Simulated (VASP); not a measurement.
# TaAs (P4/mmm) in VASP: a series of runs

The runs below take TaAs through relaxation of cell and atoms, single point, with PBE.

Everything below comes from runs of VASP 6.6.1. Logs are shortened: lines on timing, memory, paths and dates and some standing lists are left out, and cuts for length are marked.

### Step 1. The cell of the first run

Symmetry: P4/mmm, No. 123, tetragonal system. The conventional cell has a = 2.670 Å, b = 2.670 Å, c = 5.403 Å, α = 90.00°, β = 90.00°, γ = 90.00°. Ta (site symmetry 4/mmm) has 4 Ta at 2.67 Å and 2 As at 2.70 Å within 3.5 Å. Within 3.5 Å of As (site symmetry 4/mmm) lie 4 As at 2.67 Å and 2 Ta at 2.70 Å.

The cell was generated, and may not be a known phase.

### Step 2. Relaxation of cell and atoms, PBE

INCAR

```
PREC = Accurate
ENCUT = 600
EDIFF = 1E-6
ISMEAR = 0
SIGMA = 0.1
LREAL = False
LASPH = True
NELM = 80
ALGO = Normal
ISIF = 3
LWAVE = False
LCHARG = False
GGA = PE
IBRION = 2
NSW = 90
EDIFFG = -0.04
```

KPOINTS

```
Automatic mesh
0
Gamma
  6 6 4
```

POSCAR

```
TaAs
1.0
    2.6699223100      0.0000000000      0.0000000000
    0.0000000000      2.6699223100      0.0000000000
    0.0000000000      0.0000000000      5.4030901000
Ta As
1 1
Direct
    0.0000000000      0.0000000000      0.0000000000
    0.0000000000      0.0000000000      0.5000000000
```

Potentials or basis: VASP PAW PBE potentials, release 64 (Ta_pv, As).

Launch:

```console
$ cat potpaw_PBE.64/Ta_pv/POTCAR potpaw_PBE.64/As/POTCAR > POTCAR
$ mpirun -np 1 vasp_std > vasp.out
```

OUTCAR:

```text
PREC = Accurate
   ENCUT = 600
   EDIFF = 1E-6
   ISMEAR = 0
   LREAL = False
   LASPH = True
   NELM = 80
   ISIF = 3
   GGA = PE
   IBRION = 2
   NSW = 90
   EDIFFG = -0.04

 ion  position               nearest neighbor table
   1  0.000  0.000  0.000-   2 2.70   2 2.70
   2  0.000  0.000  0.500-   1 2.70   1 2.70

  LATTYP: Found a simple tetragonal cell.
 ALAT       =     2.6699223100
 C/A-ratio  =     2.0236881350

  Lattice vectors:

 A1 = (   2.6699223100,   0.0000000000,   0.0000000000)
 A2 = (   0.0000000000,   2.6699223100,   0.0000000000)
 A3 = (   0.0000000000,   0.0000000000,   5.4030901000)

Analysis of symmetry for initial positions (statically):
=====================================================================
 Subroutine PRICEL returns:
 Original cell was already a primitive cell.

 Routine SETGRP: Setting up the symmetry group for a
 simple tetragonal supercell.

 Subroutine GETGRP returns: Found 16 space group operations
 (whereof 16 operations were pure point group operations)
 out of a pool of 16 trial point group operations.

The static configuration has the point symmetry D_4h.

Analysis of symmetry for dynamics (positions and initial velocities):
=====================================================================
 Subroutine PRICEL returns:
 Original cell was already a primitive cell.

 Routine SETGRP: Setting up the symmetry group for a
 simple tetragonal supercell.

 Subroutine GETGRP returns: Found 16 space group operations
 (whereof 16 operations were pure point group operations)
 out of a pool of 16 trial point group operations.

The dynamic configuration has the point symmetry D_4h.

 Subroutine INISYM returns: Found 16 space group operations
 (whereof 16 operations are pure point group operations),
 and found     1 'primitive' translations

----------------------------------------------------------------------------------------

                                     Primitive cell

  volume of cell :      38.5158

  direct lattice vectors                    reciprocal lattice vectors
     2.669922310  0.000000000  0.000000000     0.374542733  0.000000000  0.000000000
     0.000000000  2.669922310  0.000000000     0.000000000  0.374542733  0.000000000
     0.000000000  0.000000000  5.403090100     0.000000000  0.000000000  0.185079275

  length of vectors
     2.669922310  2.669922310  5.403090100     0.374542733  0.374542733  0.185079275

  position of ions in fractional coordinates (direct lattice)
     0.000000000  0.000000000  0.000000000
     0.000000000  0.000000000  0.500000000

  ion indices of the primitive-cell ions
   primitive index   ion index
                 1           1
                 2           2

----------------------------------------------------------------------------------------

 KPOINTS: Automatic mesh

Automatic generation of k-mesh.
 Grid dimensions read from file:
 generate k-points for:    6    6    4

 Generating k-lattice:

  Cartesian coordinates                     Fractional coordinates (reciprocal lattice)
     0.062423789  0.000000000  0.000000000     0.166666667  0.000000000  0.000000000
     0.000000000  0.062423789  0.000000000     0.000000000  0.166666667  0.000000000
     0.000000000  0.000000000  0.046269819     0.000000000  0.000000000  0.250000000

  Length of vectors
     0.062423789  0.062423789  0.046269819

  Shift w.r.t. Gamma in fractional coordinates (k-lattice)
     0.000000000  0.000000000  0.000000000

 Subroutine IBZKPT returns following result:
 ===========================================

 Found     30 irreducible k-points:

 Following reciprocal coordinates:
            Coordinates               Weight
  0.000000  0.000000  0.000000      1.000000
  0.166667  0.000000  0.000000      4.000000
  0.333333  0.000000  0.000000      4.000000
  0.500000  0.000000  0.000000      2.000000
  0.166667  0.166667  0.000000      4.000000
  0.333333  0.166667  0.000000      8.000000
[... 16 lines left out ...]
  0.333333  0.000000  0.500000      4.000000
  0.500000  0.000000  0.500000      2.000000
 [... further k-points ...]
   k-points           NKPTS =     30   k-points in BZ     NKDIM =     30   number of bands    NBANDS=     12
   number of dos      NEDOS =    301   number of ions     NIONS =      2
   total plane-waves  NPLWV =  27648
   dimension x,y,z NGX =    24 NGY =   24 NGZ =   48
   dimension x,y,z NGXF=    48 NGYF=   48 NGZF=   96
   ions per type =               1   1
   NGX,Y,Z   is equivalent  to a cutoff of  14.94, 14.94, 14.77 a.u.
   NGXF,Y,Z  is equivalent  to a cutoff of  29.89, 29.89, 29.54 a.u.
 SYSTEM =  unknown system
   PREC   = accura    normal or accurate (medium, high low for compatibility)
   ISTART =      0    job   : 0-new  1-cont  2-samecut
   ICHARG =      2    charge: 1-file 2-atom 10-const
   ISPIN  =      1    spin polarized calculation?
   LNONCOLLINEAR =      F non collinear calculations
   LSORBIT =      F    spin-orbit coupling
   LASPH  =      T    aspherical Exc in radial PAW
   ENCUT  =  600.0 eV  44.10 Ry    6.64 a.u.   5.33  5.33 10.79*2*pi/ulx,y,z
   NELM   =     80;   NELMIN=  2; NELMDL= -5     # of ELM steps
   EDIFF  = 0.1E-05   stopping-criterion for ELM
   LREAL  =      F    real-space projection
   EDIFFG = -.4E-01   stopping-criterion for IOM
   NSW    =     90    number of steps for IOM
   IBRION =      2    ionic relax: 0-MD 1-quasi-New 2-CG
   NFREE  =      1    steps in history (QN), initial steepest desc. (CG)
   ISIF   =      3    stress and relaxation
   ISYM   =      2    0-nonsym 1-usesym 2-fastsym
   POTIM  = 0.5000    time-step for ionic-motion
   TEBEG  =    0.0;   TEEND  =   0.0 temperature during run
   PSTRESS=    0.0 pullay stress
   NELECT =      16.0000    total number of electrons
   NUPDOWN=      -1.0000    fix difference up-down
   EMIN   =  10.00;   EMAX   =-10.00  energy-range for DOS
   EFERMI =   0.00;   METHOD = LEGACY
   ISMEAR =     0;   SIGMA  =   0.10  broadening in eV -4-tet -1-fermi 0-gaus
   EFERMI_NEDOS =   21; number of points for ismear=-14 and -15
   IALGO  =     38    algorithm
   IMIX   =      4    mixing-type and parameters
     AMIX     =   0.40;   BMIX     =  1.00
     AMIX_MAG =   1.60;   BMIX_MAG =  1.00
  volume/ion in A,a.u.               =      19.26       129.96
  Fermi-wavevector in a.u.,A,eV,Ry     =   1.221523  2.308344 20.301506  1.492119
  Thomas-Fermi vector in A             =   2.356702
   LORBIT       =      0    0 simple, 1 ext, 2 COOP (PROOUT), +10 PAW based schemes
   GGA     = PE    functional components
   LHFCALC =     F    Hartree Fock is set to
   AEXX    =    0.0000 exact exchange contribution
   IVDW    =     0    specifies the selected vdW correction
   LEPSILON=     F    determine dielectric tensor
   LRPA    =     F    only Hartree local field effects (RPA)
 conjugate gradient relaxation of ions
 non-spin polarized calculation
 Gauss-broadening in eV      SIGMA  =   0.10
  energy-cutoff  :      600.00
  volume of cell :       38.52
 maximum number of plane-waves:      1310
 NGX is ok and might be reduce to    24
   NGX = 11   NGY = 11   NGZ = 21

--------------------------------------- Ionic step        1  -------------------------------------------

 number of electron      16.0000000 magnetization

 Free energy of the ion-electron system (eV)
  ---------------------------------------------------
  ext. energy  EPLUGINS =         0.00000000
  ---------------------------------------------------
  free energy    TOTEN  =       -15.26347137 eV

  energy without entropy =      -15.25739736  energy(sigma->0) =      -15.26043437

------------------------ aborting loop because EDIFF is reached ----------------------------------------

  FORCE on cell =-STRESS in cart. coord.  units (eV):
  Direction    XX          YY          ZZ          XY          YZ          ZX
  --------------------------------------------------------------------------------------
  -------------------------------------------------------------------------------------
  Total        2.4536632      2.4536632     -0.6682394      0.0000000     -0.0000000     -0.0000000
  in kB      102.0671716    102.0671716    -27.7973361      0.0000000     -0.0000000     -0.0000000
  external PRESSURE =      58.7790024 kB  Pullay stress =       0.0000000 kB
[... 237 lines left out ...]
  energy  without entropy=      -15.3670452309  energy(sigma->0) =      -15.37074390

--------------------------------------- Ionic step        8  -------------------------------------------

 number of electron      16.0000000 magnetization

 Free energy of the ion-electron system (eV)
  ---------------------------------------------------
  ext. energy  EPLUGINS =         0.00000000
  ---------------------------------------------------
  free energy    TOTEN  =       -15.37455214 eV

  energy without entropy =      -15.36686789  energy(sigma->0) =      -15.37071001

 E-fermi :   5.4482     XC(G=0): -11.1416

 val. band max:        5.3657861874   @ k =   0.5000   0.0000   0.5000
 cond. band min:       5.4514122847   @ k =   0.5000   0.5000   0.2500
 fundamental gap:      0.0856260973
 Fermi energy:         5.4481749543

 k-point     1 :       0.0000    0.0000    0.0000
  band No.  band energies     occupation
      1     -29.1434      2.00000
      2     -28.3751      2.00000
      3     -28.3751      2.00000
      4      -8.4322      2.00000
      5       0.4492      2.00000
      6       1.0360      2.00000
      7       3.1320      2.00000
      8       6.5414      0.00000
      9       8.6677      0.00000
     10       8.6677      0.00000
     11       9.5762      0.00000
     12       9.5762      0.00000
[... 331 lines left out ...]
 k-point    24 :       0.5000    0.0000    0.5000
  band No.  band energies     occupation
      1     -29.3736      2.00000
      2     -29.0276      2.00000
      3     -28.2855      2.00000
      4      -5.1612      2.00000
      5      -0.9587      2.00000
      6       0.8501      2.00000
      7       3.4714      2.00000
      8       5.3658      1.75604
      9       5.9004      0.00000
     10       7.8153      0.00000
     11       8.7113      0.00000
     12      12.7594      0.00000

 [... further k-points ...]

------------------------ aborting loop because EDIFF is reached ----------------------------------------

  FORCE on cell =-STRESS in cart. coord.  units (eV):
  Direction    XX          YY          ZZ          XY          YZ          ZX
  --------------------------------------------------------------------------------------
  -------------------------------------------------------------------------------------
  Total       -0.0185481     -0.0185481      0.0566028      0.0000000      0.0000000      0.0000000
  in kB       -0.7341401     -0.7341401      2.2403630      0.0000000      0.0000000      0.0000000
  external PRESSURE =       0.2573609 kB  Pullay stress =       0.0000000 kB
[... 17 lines left out ...]
  FREE ENERGIE OF THE ION-ELECTRON SYSTEM (eV)
  ---------------------------------------------------
  free  energy   TOTEN  =       -15.3745521381 eV

  energy  without entropy=      -15.3668678898  energy(sigma->0) =      -15.37071001

 reached required accuracy - stopping structural energy minimisation
```

Wall time 65 s (1 thread of Intel Xeon Platinum 8488C (Sapphire Rapids), shared host); peak memory 0.19 GiB.

Results:

```
Free energy                           : -15.3746 eV
Relaxed volume                        : 20.24 Å³/atom
Relaxed cell                          : a = 2.784 Å, b = 2.784 Å, c = 5.221 Å, α = 90.00°, β = 90.00°, γ = 90.00°
Space group after relaxing (to 0.1 Å) : P4/mmm (No. 123)
Energy gained by relaxing             : 55.5 meV/atom
Ionic steps                           : 8
Pressure after relaxing               : 0.0 GPa
Band gap on the k mesh                : zero (bands 8 and 9 overlap by 3.59 eV)
```

Stress tensor (GPa, compression positive):
```
-0.07  0.00  0.00
 0.00 -0.07  0.00
 0.00  0.00  0.22
```

The path:
| step | energy change (eV) | largest force (eV/Å) | pressure (GPa) | volume (Å³) |
| --- | --- | --- | --- | --- |
| 1 | 0.0000 | 0.0000 | 5.88 | 38.52 |
| 2 | -0.0740 | 0.0000 | -5.50 | 42.51 |
| 3 | -0.0952 | 0.0000 | -2.62 | 41.15 |
| 4 | -0.0954 | 0.0000 | -2.29 | 41.02 |
| 5 | -0.1070 | 0.0000 | 1.70 | 40.02 |
| 6 | -0.1110 | 0.0000 | 0.29 | 40.34 |
| 7 | -0.1110 | 0.0000 | 0.35 | 40.32 |
| 8 | -0.1111 | 0.0000 | 0.03 | 40.48 |

Final structure:
```
Ta As
1.0
     2.78443    0.00000    0.00000
     0.00000    2.78443    0.00000
     0.00000    0.00000    5.22105
Ta As
1 1
Direct
  0.00000 0.00000 0.00000
  0.00000 0.00000 0.50000
```

Levels at points of the mesh, in eV from the Fermi level:
```csv
k point,band 6,band 7,band 8,band 9,band 10,band 11
"(0.00, 0.00, 0.00)",-4.41,-2.32,1.09,3.22,3.22,4.13
"(0.50, 0.00, 0.00)",-2.48,-2.27,-1.70,2.36,2.48,2.63
"(0.50, 0.50, 0.00)",-3.52,-3.37,-0.94,-0.94,0.72,3.83
"(0.00, 0.00, 0.50)",-3.68,-2.30,2.22,2.22,4.35,5.68
"(0.50, 0.00, 0.50)",-4.60,-1.98,-0.08,0.45,2.37,3.26
"(0.50, 0.50, 0.50)",-4.19,-3.29,-2.60,1.13,1.13,3.17
```

Caveat: the k points lie up to 0.38 Å⁻¹ apart in the final cell, too coarse for converged energies and pressures of a metal; spin-orbit coupling is left out, which moves the levels of the heavy elements.

### Step 3. Single point, PBE

This run uses another cell than the first one, of 20.48 Å³/atom.

INCAR

```
SYSTEM = TaAs
PREC = Accurate ; ENCUT = 520
EDIFF = 1E-6 ; ISMEAR = 0
SIGMA = 0.1 ; LREAL = .FALSE.
LASPH = .TRUE. ; NELM = 100
ALGO = Normal ; ISIF = 2
LWAVE = .FALSE. ; LCHARG = .FALSE.
GGA = PE ; NBANDS = 15
```

KPOINTS

```
regular mesh
0
G
  20 20 12
  0 0 0
```

POSCAR

```
TaAs
1.0
    2.8202655622      0.0000000000      0.0000000000
    0.0000000000      2.8202655622      0.0000000000
    0.0000000000      0.0000000000      5.1502981904
Ta As
1 1
Direct
    0.0000000000      0.0000000000      0.0000000000
    0.0000000000      0.0000000000      0.5000000000
```

Potentials or basis: VASP PAW PBE potentials, release 64 (Ta_pv, As).

Launch:

```console
$ cat potpaw_PBE.64/Ta_pv/POTCAR potpaw_PBE.64/As/POTCAR > POTCAR
$ mpirun -np 1 vasp_std > vasp.out
```

It took 2.3 min on 1 thread of Intel Xeon Platinum 8488C (Sapphire Rapids), shared host; peak memory 0.41 GiB.

It converged, with:

```yaml
Free_energy: -15.3845 eV
Pressure: 0.2 GPa
Band_gap_on_the_k_mesh: zero (bands 8 and 9 overlap by 3.29 eV)
```

Stress tensor (GPa, compression positive):
```
0.08 0.00 0.00
0.00 0.08 0.00
0.00 0.00 0.29
```

Levels at points of the mesh, in eV from the Fermi level:
```csv
k point,band 6,band 7,band 8,band 9,band 10,band 11
"(0.00, 0.00, 0.00)",-4.18,-2.29,1.33,2.97,2.97,3.97
"(0.50, 0.00, 0.00)",-2.41,-2.29,-1.59,2.20,2.63,2.63
"(0.50, 0.50, 0.00)",-3.37,-3.27,-0.97,-0.97,0.70,3.87
"(0.00, 0.00, 0.50)",-3.64,-2.27,1.93,1.93,4.70,5.34
"(0.50, 0.00, 0.50)",-4.67,-2.01,0.19,0.40,2.21,2.91
"(0.50, 0.50, 0.50)",-4.12,-3.18,-2.81,1.32,1.32,3.30
```

Caveat: spin-orbit coupling is left out, which moves the levels of the heavy elements.

(Part 1 of 2 ends here.)

The gap in the log of VASP goes by the Fermi energy; the results here count the filled bands.